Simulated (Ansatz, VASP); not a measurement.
**One calculation of GaSb, two programs**

```
CELL_PARAMETERS angstrom
0.00000 3.02443 3.02443
3.02443 0.00000 3.02443
3.02443 3.02443 0.00000
ATOMIC_POSITIONS crystal
Ga 0.00000 0.00000 0.00000
Sb 0.25000 0.25000 0.25000
```

Alike in both runs: functional LDA; k mesh 10 × 10 × 10; occupations gaussian, width 0.1 eV; no spin polarisation.

Ansatz relaxed the structure, and its values are those at the end. VASP's run is a single point on that final structure, the one shown.

|  | VASP | Ansatz |
| --- | --- | --- |
| version | VASP 6.6.1 | Ansatz 0.2.0 |
| potentials or method | VASP PAW LDA potentials, release 64 (Ga_d, Sb), cutoff 500 eV | scalar-relativistic, plane waves, PAW |
| valence electrons in the cell | 18 | 28 |

Ansatz gave:

| Quantity | Value |
| --- | --- |
| gap on the k mesh at the Fermi level (eV) | 0.07 |
| least direct gap on the mesh (eV) | 0.07 |
| pressure (GPa) | 0.0 |

Q: Which values does VASP return?

A: gap on the k mesh at the Fermi level (eV): 0.12; least direct gap on the mesh (eV): 0.12; pressure (GPa): 0.2.

Ansatz warns that its potentials were made for another functional, while VASP's fit it. LDA's correlation is that of Perdew and Zunger in VASP and of Perdew and Wang (1992) in Ansatz. VASP's potentials hold 18 valence electrons a cell and Ansatz's 28, so a difference there can come from the potentials and not from the codes.

Spin-orbit coupling is off throughout.
